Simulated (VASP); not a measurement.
A run of VASP 6.6.1:

INCAR

```
ALGO = Normal ; EDIFF = 1E-6
EDIFFG = -0.3 ; ENCUT = 520
GGA = PE ; IBRION = 2
ISIF = 2 ; ISMEAR = -1
LASPH = T ; LCHARG = F
LREAL = Auto ; LWAVE = F
NELM = 60 ; NSW = 35
PREC = Accurate ; SIGMA = 0.02
```

Contents of KPOINTS:

```
k-points
0
Gamma
  1 1 1
```

POSCAR

```
H8C2O
1.0
    7.2495050000      0.0000000000      0.0000000000
    0.0000000000      7.2495050000      0.0000000000
    0.0000000000      0.0000000000      7.2495050000
H C O
24 6 3
Direct
   -0.0033377000      0.6620184000      0.6693830000
    0.0239008000      0.6726474000      0.7667736000
    0.1782181000      0.1847435000      0.9290518000
    0.1422899000      0.2443010000      0.8548770000
    0.7491015000      0.8904197000      0.8637295000
    0.7030699000      0.9434324000      0.7901728000
    0.3672015000      0.3502956000      0.6864822000
    0.2990774000      0.1017896000      0.4945384000
    0.5280234000      0.1827273000      0.4644558000
    0.3684160000      0.1517167000      0.1614464000
    0.1935695000      0.3053779000      0.2381401000
    0.4222440000      0.3862196000      0.2080932000
    0.4834083000      0.6470813000      0.2928141000
    0.2915771000      0.9045454000      0.2805004000
    0.1676987000      0.6980504000      0.3239300000
    0.0229270000      0.8759935000      0.0677499000
    0.2339437000      0.8680409000     -0.0566435000
    0.1102123000      0.6617908000     -0.0132654000
    0.6379296000      1.0452712000      0.0914346000
    0.7401397000      0.7668625000      0.2150479000
    0.5553879000      0.8634412000      0.3431553000
    0.8151185000      0.7752368000      0.5505460000
    0.9655594000      0.9214682000      0.4238617000
    0.7810268000      1.0179324000      0.5518171000
    0.3389669000      0.2686733000      0.2519949000
    0.3819372000      0.2208666000      0.4503988000
    0.1483880000      0.7957361000      0.0440134000
    0.2540067000      0.7698015000      0.2219688000
    0.8228190000      0.9006361000      0.4671143000
    0.6990365000      0.8855953000      0.2999387000
    0.3399764000      0.3797949000      0.5586521000
    0.4146340000      0.6644327000      0.1791436000
    0.7170794000      1.0537208000      0.1992115000
```

Potentials or basis: VASP PAW PBE potentials, release 64 (H, C, O).

The run is started by

```console
$ cat potpaw_PBE.64/H/POTCAR potpaw_PBE.64/C/POTCAR potpaw_PBE.64/O/POTCAR > POTCAR
$ mpirun -np 1 vasp_gam > vasp.out
```

Hardware: 1 thread of AMD EPYC 7R13 Processor (Zen 3) (shared host).

Problem. How long does it take, and how much memory?

Solution. It took 18 min on 1 thread of AMD EPYC 7R13 Processor (Zen 3), on a shared host, peak memory 0.37 GiB. Counts: scf iterations 267, k points 1, ion steps 31.
